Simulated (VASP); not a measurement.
Runs of VASP 6.6.1 on GaAs. The structure is that of space group F-43m (No. 216), or close to it. The cells are those of the table. 

```tsv
task	level	potentials or basis	cell	k mesh	cutoff (eV)	smearing	gap on the mesh (eV)	pressure (GPa)
relaxation of cell and atoms	PBE	VASP PAW PBE potentials, release 64 (Ga_d, As)	relaxed from a = 3.998 Å, angles 60.0°, 2 atoms	8 × 8 × 8	600	fermi-dirac 0.02 eV	(b)	0.0
single point	r2SCAN	VASP PAW PBE potentials, release 64 (Ga_d, As)	a = 4.007 Å, angles 60.0°, 2 atoms	8 × 8 × 8	550	gaussian 0.01 eV	0.94	0.1
single point	r2SCAN	VASP PAW PBE potentials, release 64 (Ga_d, As)	a = 4.046 Å, angles 60.0°, 2 atoms	6 × 6 × 6	550	gaussian 0.01 eV	0.71	(a)
single point	r2SCAN	VASP PAW PBE potentials, release 64 (Ga_d, As)	a = 4.007 Å, angles 60.0°, 2 atoms	6 × 6 × 6	550	gaussian 0.01 eV	0.94	0.1
single point	r2SCAN	VASP PAW PBE potentials, release 64 (Ga_d, As)	a = 3.925 Å, angles 60.0°, 2 atoms	6 × 6 × 6	550	gaussian 0.01 eV	1.45	5.3
single point	PBE	VASP PAW PBE potentials, release 64 (Ga_d, As)	a = 4.142 Å, angles 60.0°, 2 atoms	6 × 6 × 6	500	gaussian 0.01 eV	none	-2.8
single point	LDA	VASP PAW LDA potentials, release 64 (Ga_d, As)	a = 4.007 Å, angles 60.0°, 2 atoms	8 × 8 × 8	520	gaussian 0.01 eV	0.28	-2.1
```

Alike in all rows: no spin polarisation.

Problem. Estimate the missing entries.

Solution. (a) -1.9; (b) 0.15.

Caveats: the PAW data sets were made with another functional, which shifts forces and pressure a little (some runs).

A k mesh can miss the band edges, and the runs leave out spin-orbit coupling on As, Ga.

A gap of «none» marks levels without a gap at the run's occupations.
